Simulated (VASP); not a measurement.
A run of VASP 6.6.1:

The input INCAR:

```
PREC = Accurate ; ENCUT = 520
EDIFF = 1E-6 ; ISMEAR = -1
SIGMA = 0.05 ; LREAL = False
LASPH = True ; NELM = 80
ALGO = Normal ; ISIF = 2
LWAVE = False ; LCHARG = True
GGA = PS ; LELF = True
LVHAR = True ; NBANDS = 28
```

KPOINTS

```
regular mesh
0
Gamma
  5 5 5
```

File POSCAR:

```
K3Cd
1.0
    0.0000000000      4.5715939610      4.5715939610
    4.5715939610      0.0000000000      4.5715939610
    4.5715939610      4.5715939610      0.0000000000
K Cd
3 1
Direct
    0.2500000000      0.2500000000      0.2500000000
    0.7500000000      0.7500000000      0.7500000000
    0.5000000000      0.5000000000      0.5000000000
    0.0000000000      0.0000000000      0.0000000000
```

Potentials or basis: VASP PAW PBE potentials, release 64 (K_sv, Cd).

Launch:

```bash
$ cat potpaw_PBE.64/K_sv/POTCAR potpaw_PBE.64/Cd/POTCAR > POTCAR
$ mpirun -np 1 vasp_std > vasp.out
```

Hardware: 1 thread of AMD EPYC 7R43 64-Core Processor (Zen 3), on a shared host.

Question: How long does it take, and how much memory?

Answer: Run time: 84 s on 1 thread of AMD EPYC 7R43 64-Core Processor (Zen 3), with other jobs on the host, peak memory 0.29 GiB. Counts: scf iterations 13, k points 10.
